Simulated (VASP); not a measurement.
A run of VASP 6.6.1 is set up as follows.

Contents of INCAR:

```
ALGO     = Normal         # electronic algorithm
DIPOL    = 0.5 0.5 0.378
EDIFF    = 1E-6           # SCF threshold, eV
ENCUT    = 520            # plane-wave cutoff, eV
GGA      = PE             # functional
IDIPOL   = 3            
ISIF     = 2              # what is computed and relaxed
ISMEAR   = 0              # smearing method
IVDW     = 12             # dispersion correction
LASPH    = T              # aspherical terms in the spheres
LCHARG   = F              # write CHGCAR
LDIPOL   = T            
LREAL    = F              # projectors in reciprocal space
LWAVE    = F              # write WAVECAR
NBANDS   = 16             # bands
NELM     = 100            # most SCF steps
PREC     = Accurate       # precision mode
SIGMA    = 0.1            # smearing width, eV
```

File KPOINTS:

```
k-points
0
Gamma
  9 9 1
```

POSCAR

```
Si
1.0
    3.8475254748      0.0000000000      0.0000000000
   -1.9237627374      3.3320548028      0.0000000000
    0.0000000000      0.0000000000     18.4415958287
Si
4
Direct
    0.3333333333      0.6666666667      0.2695427207
    0.6666666667      0.3333333333      0.2440135898
    0.6666666667      0.6666666667      0.5119728204
    0.3333333333      1.0000000000      0.4864436895
```

Potentials or basis: VASP PAW PBE potentials, release 64 (Si).

Launch:

```console
$ cat potpaw_PBE.64/Si/POTCAR > POTCAR
$ mpirun -np 1 vasp_std > vasp.out
```

Predict the largest force.

0.154 eV/Å.

What does it give for the band gap on the k mesh?

0.33 eV, direct.

Estimate the dispersion energy per atom.

-0.241 eV.

Forces in eV/Å, atoms in the order of the input:
```
Si   0.001  0.003  0.154
Si   0.002 -0.007  0.037
Si  -0.005  0.005 -0.037
Si   0.003 -0.001 -0.154
```
